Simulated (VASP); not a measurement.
# Al in VASP: a series of runs

Al is run at these levels: PBE; tasks: single point.

Program: VASP 6.6.1. These are calculated values, not measurements. Logs are shortened: lines on timing, memory, paths and dates and some standing lists are left out, and cuts for length are marked.

### 1 The cell of the first run

The cell holds a slab with vacuum, 5 atoms: a = 2.857 Å, b = 2.857 Å, c = 15.228 Å, α = 90.00°, β = 90.00°, γ = 90.00°.

### 2 Single point, PBE

Contents of INCAR:

```
SYSTEM = Al
ALGO = Normal
DIPOL = 0.5 0.5 0.500
EDIFF = 1E-6
ENCUT = 520
GGA = PE
IDIPOL = 3
ISIF = 2
ISMEAR = -1
LASPH = .TRUE.
LCHARG = .FALSE.
LDIPOL = .TRUE.
LREAL = .FALSE.
LWAVE = .FALSE.
NBANDS = 16
NELM = 100
PREC = Accurate
SIGMA = 0.08
```

Contents of KPOINTS:

```
k-points
0
G
  14 14 1
  0 0 0
```

Contents of POSCAR:

```
Al
1.0
    2.8574853682      0.0000000000      0.0000000000
    0.0000000000      2.8574853682      0.0000000000
    0.0000000000      0.0000000000     15.2281000000
Al
5
Direct
    0.0000000000      0.0000000000      0.2298382689
    0.5000000000      0.5000000000      0.3646592811
    0.0000000000      0.0000000000      0.4999999965
    0.5000000000      0.5000000000      0.6353407174
    0.0000000000      0.0000000000      0.7701617311
```

Potentials or basis: VASP PAW PBE potentials, release 64 (Al).

Launch:

```bash
$ cat potpaw_PBE.64/Al/POTCAR > POTCAR
$ mpirun -np 1 vasp_std > vasp.out
```

OUTCAR:

```text
SYSTEM = Al
   EDIFF = 1E-6
   ENCUT = 520
   GGA = PE
   ISIF = 2
   ISMEAR = -1
   LASPH = .TRUE.
   LREAL = .FALSE.
   NELM = 100
   PREC = Accurate

 ion  position               nearest neighbor table
   1  0.000  0.000  0.230-   2 2.88   2 2.88   2 2.88   2 2.88
   2  0.500  0.500  0.365-   1 2.88   1 2.88   1 2.88   1 2.88   3 2.89   3 2.89   3 2.89   3 2.89

   3  0.000  0.000  0.500-   2 2.89   2 2.89   2 2.89   2 2.89   4 2.89   4 2.89   4 2.89   4 2.89

   4  0.500  0.500  0.635-   5 2.88   5 2.88   5 2.88   5 2.88   3 2.89   3 2.89   3 2.89   3 2.89

   5  0.000  0.000  0.770-   4 2.88   4 2.88   4 2.88   4 2.88

  LATTYP: Found a simple tetragonal cell.
 ALAT       =     2.8574853682
 C/A-ratio  =     5.3291961420

  Lattice vectors:

 A1 = (   2.8574853682,   0.0000000000,   0.0000000000)
 A2 = (   0.0000000000,   2.8574853682,   0.0000000000)
 A3 = (   0.0000000000,   0.0000000000,  15.2281000000)

Analysis of symmetry for initial positions (statically):
=====================================================================
 Subroutine PRICEL returns:
 Original cell was already a primitive cell.

 Routine SETGRP: Setting up the symmetry group for a
 simple tetragonal supercell.

 Subroutine GETGRP returns: Found 16 space group operations
 (whereof 16 operations were pure point group operations)
 out of a pool of 16 trial point group operations.

The static configuration has the point symmetry D_4h.

Analysis of symmetry for dynamics (positions and initial velocities):
=====================================================================
 Subroutine PRICEL returns:
 Original cell was already a primitive cell.

 Routine SETGRP: Setting up the symmetry group for a
 simple tetragonal supercell.

 Subroutine GETGRP returns: Found 16 space group operations
 (whereof 16 operations were pure point group operations)
 out of a pool of 16 trial point group operations.

The dynamic configuration has the point symmetry D_4h.

 Subroutine INISYM returns: Found 16 space group operations
 (whereof 16 operations are pure point group operations),
 and found     1 'primitive' translations

----------------------------------------------------------------------------------------

                                     Primitive cell

  volume of cell :     124.3408

  direct lattice vectors                    reciprocal lattice vectors
[... 102 lines left out ...]
   TEBEG  =    0.0;   TEEND  =   0.0 temperature during run
   PSTRESS=    0.0 pullay stress
   NELECT =      15.0000    total number of electrons
   NUPDOWN=      -1.0000    fix difference up-down
   EMIN   =  10.00;   EMAX   =-10.00  energy-range for DOS
   EFERMI =   0.00;   METHOD = LEGACY
   ISMEAR =    -1;   SIGMA  =   0.08  broadening in eV -4-tet -1-fermi 0-gaus
   EFERMI_NEDOS =   21; number of points for ismear=-14 and -15
   IALGO  =     38    algorithm
   IMIX   =      4    mixing-type and parameters
     AMIX     =   0.40;   BMIX     =  1.00
     AMIX_MAG =   1.60;   BMIX_MAG =  1.00
  volume/ion in A,a.u.               =      24.87       167.82
  Fermi-wavevector in a.u.,A,eV,Ry     =   0.808911  1.528620  8.902792  0.654337
  Thomas-Fermi vector in A             =   1.917804
   LORBIT       =      0    0 simple, 1 ext, 2 COOP (PROOUT), +10 PAW based schemes
   GGA     = PE    functional components
   LHFCALC =     F    Hartree Fock is set to
   AEXX    =    0.0000 exact exchange contribution
   IVDW    =     0    specifies the selected vdW correction
   LEPSILON=     F    determine dielectric tensor
   LRPA    =     F    only Hartree local field effects (RPA)
 non-spin polarized calculation
  energy-cutoff  :      520.00
  volume of cell :      124.34
 maximum number of plane-waves:      3384
 NGX is ok and might be reduce to    24
   NGX = 11   NGY = 11   NGZ = 57

 number of electron      15.0000000 magnetization

 dipolmoment           0.000000      0.000000      0.000000 electrons x Angstroem

 Free energy of the ion-electron system (eV)
  ---------------------------------------------------
  ext. energy  EPLUGINS =         0.00000000
  ---------------------------------------------------
  free energy    TOTEN  =       -17.79453806 eV

  energy without entropy =      -17.74290711  energy(sigma->0) =      -17.76872258

 E-fermi :   3.9641     XC(G=0):  -7.8802

 val. band max:        3.9572890562   @ k =   0.4286   0.2143   0.0000
 cond. band min:       3.9640823663   @ k =   0.4286   0.4286   0.0000
 fundamental gap:      0.0067933100
 Fermi energy:         3.9640591077

 k-point     1 :       0.0000    0.0000    0.0000
  band No.  band energies     occupation
      1      -6.7283      2.00000
      2      -5.8263      2.00000
      3      -4.3816      2.00000
      4      -2.4541      2.00000
      5      -0.0706      2.00000
      6       1.8293      2.00000
[... 433 lines left out ...]
      3      -1.3185      2.00000
      4       0.5771      2.00000
      5       1.3174      2.00000
      6       2.1789      2.00000
[... 8 lines left out ...]
     15       8.6983      0.00000
     16       9.5169      0.00000

 [... further k-points ...]

------------------------ aborting loop because EDIFF is reached ----------------------------------------

 vacuum level on the upper side and lower side of the slab       (xc-potential included)        -1.717        -1.717

  FORCE on cell =-STRESS in cart. coord.  units (eV):
  Direction    XX          YY          ZZ          XY          YZ          ZX
  --------------------------------------------------------------------------------------
  -------------------------------------------------------------------------------------
  Total       -2.0878032     -2.0878032      0.0096821      0.0000000      0.0000000     -0.0000000
  in kB      -26.9021129    -26.9021129      0.1247576      0.0000000      0.0000000     -0.0000000
  external PRESSURE =     -17.8931561 kB  Pullay stress =       0.0000000 kB

 VOLUME and BASIS-vectors are now :
 -----------------------------------------------------------------------------
  energy-cutoff  :      520.00
  volume of cell :      124.34
      direct lattice vectors                 reciprocal lattice vectors
     2.857485368  0.000000000  0.000000000     0.349958047  0.000000000  0.000000000
     0.000000000  2.857485368  0.000000000     0.000000000  0.349958047  0.000000000
     0.000000000  0.000000000 15.228100000     0.000000000  0.000000000  0.065668074

 POSITION                                       TOTAL-FORCE (eV/Angst)
 -----------------------------------------------------------------------------------
      0.00000      0.00000      3.50000         0.000000     -0.000000      0.011770
      1.42874      1.42874      5.55307         0.000000     -0.000000      0.003998
      0.00000      0.00000      7.61405         0.000000     -0.000000      0.000000
      1.42874      1.42874      9.67503         0.000000      0.000000     -0.003998
      0.00000      0.00000     11.72810         0.000000     -0.000000     -0.011770
 -----------------------------------------------------------------------------------
    total drift:                                0.000000      0.000000      0.000004

  FREE ENERGIE OF THE ION-ELECTRON SYSTEM (eV)
  ---------------------------------------------------
  free  energy   TOTEN  =       -17.7945380561 eV

  energy  without entropy=      -17.7429071096  energy(sigma->0) =      -17.76872258

 vacuum level on the upper side and lower side of the slab         6.461         6.461
```

stdout:

```text
POSCAR found type information on POSCAR Al
 POSCAR found :  1 types and       5 ions
 scaLAPACK will be used
 LDA part: xc-table for (Slater+PW92), standard interpolation
 POSCAR, INCAR and KPOINTS ok, starting setup
 FFT: planning ... GRIDC
 FFT: planning ... GRID_SOFT
 FFT: planning ... GRID
 WAVECAR not read
 entering main loop
```

Wall time 1.7 min (1 thread of Intel Xeon 8259CL, shared host); peak memory 0.25 GiB.

What came out:

```
Free energy            : -17.7945 eV
Largest force          : 0.012 eV/Å
Band gap on the k mesh : zero (an odd number of electrons rules out a gap without spin polarisation)
```

Forces in eV/Å, atoms in the order of the input:
```
Al   0.000  0.000  0.012
Al   0.000  0.000  0.004
Al   0.000  0.000  0.000
Al   0.000  0.000 -0.004
Al   0.000  0.000 -0.012
```

### 3 Single point, PBE

Contents of INCAR:

```
ALGO     = Normal         # electronic algorithm
DIPOL    = 0.5 0.5 0.500
EDIFF    = 1E-6           # SCF threshold, eV
ENCUT    = 520            # plane-wave cutoff, eV
GGA      = PE             # functional
IDIPOL   = 3            
ISIF     = 2              # what is computed and relaxed
ISMEAR   = -1             # smearing method
LASPH    = T              # aspherical terms in the spheres
LCHARG   = F              # write CHGCAR
LDIPOL   = T            
LREAL    = F              # projectors in reciprocal space
LWAVE    = F              # write WAVECAR
NBANDS   = 16             # bands
NELM     = 100            # most SCF steps
PREC     = Accurate       # precision mode
SIGMA    = 0.08           # smearing width, eV
```

Contents of KPOINTS:

```
k-points
0
Gamma
  14 14 1
```

POSCAR is that of step 2.

Potentials or basis: VASP PAW PBE potentials, release 64 (Al).

Launch:

```bash
$ cat potpaw_PBE.64/Al/POTCAR > POTCAR
$ mpirun -np 1 vasp_std > vasp.out
```

OUTCAR:

```text
EDIFF = 1E-6
   ENCUT = 520
   GGA = PE
   ISIF = 2
   ISMEAR = -1
   LASPH = T
   LREAL = F
   NELM = 100
   PREC = Accurate

 ion  position               nearest neighbor table
   1  0.000  0.000  0.230-   2 2.88   2 2.88   2 2.88   2 2.88
   2  0.500  0.500  0.365-   1 2.88   1 2.88   1 2.88   1 2.88   3 2.89   3 2.89   3 2.89   3 2.89

   3  0.000  0.000  0.500-   2 2.89   2 2.89   2 2.89   2 2.89   4 2.89   4 2.89   4 2.89   4 2.89

   4  0.500  0.500  0.635-   5 2.88   5 2.88   5 2.88   5 2.88   3 2.89   3 2.89   3 2.89   3 2.89

   5  0.000  0.000  0.770-   4 2.88   4 2.88   4 2.88   4 2.88

  LATTYP: Found a simple tetragonal cell.
 ALAT       =     2.8574853682
 C/A-ratio  =     5.3291961420

  Lattice vectors:

 A1 = (   2.8574853682,   0.0000000000,   0.0000000000)
 A2 = (   0.0000000000,   2.8574853682,   0.0000000000)
 A3 = (   0.0000000000,   0.0000000000,  15.2281000000)

Analysis of symmetry for initial positions (statically):
=====================================================================
 Subroutine PRICEL returns:
 Original cell was already a primitive cell.

 Routine SETGRP: Setting up the symmetry group for a
 simple tetragonal supercell.

 Subroutine GETGRP returns: Found 16 space group operations
 (whereof 16 operations were pure point group operations)
 out of a pool of 16 trial point group operations.

The static configuration has the point symmetry D_4h.

Analysis of symmetry for dynamics (positions and initial velocities):
=====================================================================
 Subroutine PRICEL returns:
 Original cell was already a primitive cell.

 Routine SETGRP: Setting up the symmetry group for a
 simple tetragonal supercell.

 Subroutine GETGRP returns: Found 16 space group operations
 (whereof 16 operations were pure point group operations)
 out of a pool of 16 trial point group operations.

The dynamic configuration has the point symmetry D_4h.

 Subroutine INISYM returns: Found 16 space group operations
 (whereof 16 operations are pure point group operations),
 and found     1 'primitive' translations

----------------------------------------------------------------------------------------

                                     Primitive cell

  volume of cell :     124.3408

  direct lattice vectors                    reciprocal lattice vectors
     2.857485368  0.000000000  0.000000000     0.349958047  0.000000000  0.000000000
     0.000000000  2.857485368  0.000000000     0.000000000  0.349958047  0.000000000
     0.000000000  0.000000000 15.228100000     0.000000000  0.000000000  0.065668074

  length of vectors
     2.857485368  2.857485368 15.228100000     0.349958047  0.349958047  0.065668074

  position of ions in fractional coordinates (direct lattice)
     0.000000000  0.000000000  0.229838269
     0.500000000  0.500000000  0.364659281
     0.000000000  0.000000000  0.499999997
     0.500000000  0.500000000  0.635340717
     0.000000000  0.000000000  0.770161731

  ion indices of the primitive-cell ions
   primitive index   ion index
                 1           1
                 2           2
                 3           3
                 4           4
                 5           5

[... 52 lines left out ...]
 [... further k-points ...]
   k-points           NKPTS =     36   k-points in BZ     NKDIM =     36   number of bands    NBANDS=     16
   number of dos      NEDOS =    301   number of ions     NIONS =      5
   total plane-waves  NPLWV =  69120
   dimension x,y,z NGX =    24 NGY =   24 NGZ =  120
   dimension x,y,z NGXF=    48 NGYF=   48 NGZF=  240
   ions per type =               5
   NGX,Y,Z   is equivalent  to a cutoff of  13.96, 13.96, 13.10 a.u.
   NGXF,Y,Z  is equivalent  to a cutoff of  27.93, 27.93, 26.20 a.u.
 SYSTEM =  unknown system
   PREC   = accura    normal or accurate (medium, high low for compatibility)
   ISTART =      0    job   : 0-new  1-cont  2-samecut
   ICHARG =      2    charge: 1-file 2-atom 10-const
   ISPIN  =      1    spin polarized calculation?
   LNONCOLLINEAR =      F non collinear calculations
   LSORBIT =      F    spin-orbit coupling
   LASPH  =      T    aspherical Exc in radial PAW
   ENCUT  =  520.0 eV  38.22 Ry    6.18 a.u.   5.31  5.31 28.31*2*pi/ulx,y,z
   NELM   =    100;   NELMIN=  2; NELMDL= -5     # of ELM steps
   EDIFF  = 0.1E-05   stopping-criterion for ELM
   LREAL  =      F    real-space projection
   EDIFFG = 0.1E-04   stopping-criterion for IOM
   NSW    =      0    number of steps for IOM
   IBRION =     -1    ionic relax: 0-MD 1-quasi-New 2-CG
   NFREE  =      0    steps in history (QN), initial steepest desc. (CG)
   ISIF   =      2    stress and relaxation
   ISYM   =      2    0-nonsym 1-usesym 2-fastsym
   POTIM  = 0.5000    time-step for ionic-motion
   TEBEG  =    0.0;   TEEND  =   0.0 temperature during run
   PSTRESS=    0.0 pullay stress
   NELECT =      15.0000    total number of electrons
   NUPDOWN=      -1.0000    fix difference up-down
   EMIN   =  10.00;   EMAX   =-10.00  energy-range for DOS
   EFERMI =   0.00;   METHOD = LEGACY
   ISMEAR =    -1;   SIGMA  =   0.08  broadening in eV -4-tet -1-fermi 0-gaus
   EFERMI_NEDOS =   21; number of points for ismear=-14 and -15
   IALGO  =     38    algorithm
   IMIX   =      4    mixing-type and parameters
     AMIX     =   0.40;   BMIX     =  1.00
     AMIX_MAG =   1.60;   BMIX_MAG =  1.00
  volume/ion in A,a.u.               =      24.87       167.82
  Fermi-wavevector in a.u.,A,eV,Ry     =   0.808911  1.528620  8.902792  0.654337
  Thomas-Fermi vector in A             =   1.917804
   LORBIT       =      0    0 simple, 1 ext, 2 COOP (PROOUT), +10 PAW based schemes
   GGA     = PE    functional components
   LHFCALC =     F    Hartree Fock is set to
   AEXX    =    0.0000 exact exchange contribution
   IVDW    =     0    specifies the selected vdW correction
   LEPSILON=     F    determine dielectric tensor
   LRPA    =     F    only Hartree local field effects (RPA)
 non-spin polarized calculation
  energy-cutoff  :      520.00
  volume of cell :      124.34
 maximum number of plane-waves:      3384
 NGX is ok and might be reduce to    24
   NGX = 11   NGY = 11   NGZ = 57

 number of electron      15.0000000 magnetization

 dipolmoment           0.000000      0.000000      0.000000 electrons x Angstroem

 Free energy of the ion-electron system (eV)
  ---------------------------------------------------
  ext. energy  EPLUGINS =         0.00000000
  ---------------------------------------------------
  free energy    TOTEN  =       -17.79453806 eV

  energy without entropy =      -17.74290711  energy(sigma->0) =      -17.76872258

 E-fermi :   3.9641     XC(G=0):  -7.8802

 val. band max:        3.9572890562   @ k =   0.4286   0.2143   0.0000
 cond. band min:       3.9640823663   @ k =   0.4286   0.4286   0.0000
 fundamental gap:      0.0067933100
 Fermi energy:         3.9640591077

 k-point     1 :       0.0000    0.0000    0.0000
  band No.  band energies     occupation
      1      -6.7283      2.00000
      2      -5.8263      2.00000
      3      -4.3816      2.00000
      4      -2.4541      2.00000
      5      -0.0706      2.00000
      6       1.8293      2.00000
[... 433 lines left out ...]
      3      -1.3185      2.00000
      4       0.5771      2.00000
      5       1.3174      2.00000
      6       2.1789      2.00000
[... 8 lines left out ...]
     15       8.6983      0.00000
     16       9.5169      0.00000

 [... further k-points ...]

------------------------ aborting loop because EDIFF is reached ----------------------------------------

 vacuum level on the upper side and lower side of the slab       (xc-potential included)        -1.717        -1.717

  FORCE on cell =-STRESS in cart. coord.  units (eV):
  Direction    XX          YY          ZZ          XY          YZ          ZX
  --------------------------------------------------------------------------------------
  -------------------------------------------------------------------------------------
  Total       -2.0878032     -2.0878032      0.0096821      0.0000000      0.0000000     -0.0000000
  in kB      -26.9021129    -26.9021129      0.1247576      0.0000000      0.0000000     -0.0000000
  external PRESSURE =     -17.8931561 kB  Pullay stress =       0.0000000 kB

 VOLUME and BASIS-vectors are now :
 -----------------------------------------------------------------------------
  energy-cutoff  :      520.00
  volume of cell :      124.34
      direct lattice vectors                 reciprocal lattice vectors
     2.857485368  0.000000000  0.000000000     0.349958047  0.000000000  0.000000000
     0.000000000  2.857485368  0.000000000     0.000000000  0.349958047  0.000000000
     0.000000000  0.000000000 15.228100000     0.000000000  0.000000000  0.065668074

 POSITION                                       TOTAL-FORCE (eV/Angst)
 -----------------------------------------------------------------------------------
      0.00000      0.00000      3.50000         0.000000     -0.000000      0.011770
      1.42874      1.42874      5.55307         0.000000     -0.000000      0.003998
      0.00000      0.00000      7.61405         0.000000     -0.000000      0.000000
      1.42874      1.42874      9.67503         0.000000      0.000000     -0.003998
      0.00000      0.00000     11.72810         0.000000     -0.000000     -0.011770
 -----------------------------------------------------------------------------------
    total drift:                                0.000000      0.000000      0.000004

  FREE ENERGIE OF THE ION-ELECTRON SYSTEM (eV)
  ---------------------------------------------------
  free  energy   TOTEN  =       -17.7945380561 eV

  energy  without entropy=      -17.7429071096  energy(sigma->0) =      -17.76872258

 vacuum level on the upper side and lower side of the slab         6.461         6.461
```

It took 2 min on 1 thread of Intel Xeon 8259CL, shared host; peak memory 0.25 GiB.

Results:

```yaml
Free_energy: -17.7945 eV
Largest_force: 0.012 eV/Å
Band_gap_on_the_k_mesh: zero (an odd number of electrons rules out a gap without spin polarisation)
```

Forces on the atoms (eV/Å):
```
Al   0.000  0.000  0.012
Al   0.000  0.000  0.004
Al   0.000  0.000  0.000
Al   0.000  0.000 -0.004
Al   0.000  0.000 -0.012
```

Levels at points of the mesh, in eV from the Fermi level:
```csv
k point,band 4,band 5,band 6,band 7,band 8,band 9,band 10,band 11,band 12,band 13
"(0.00, 0.00, 0.00)",-6.42,-4.03,-2.13,0.73,3.62,4.05,5.69,6.01,6.01,6.55
"(0.50, 0.00, 0.00)",-5.29,-3.97,-3.93,-2.22,-1.91,-0.03,0.68,1.72,2.55,4.78
"(0.50, 0.50, 0.00)",-1.67,-1.20,-1.12,-0.46,-0.33,-0.33,-0.04,1.04,1.31,1.49
```

[end of part 1 of 2]
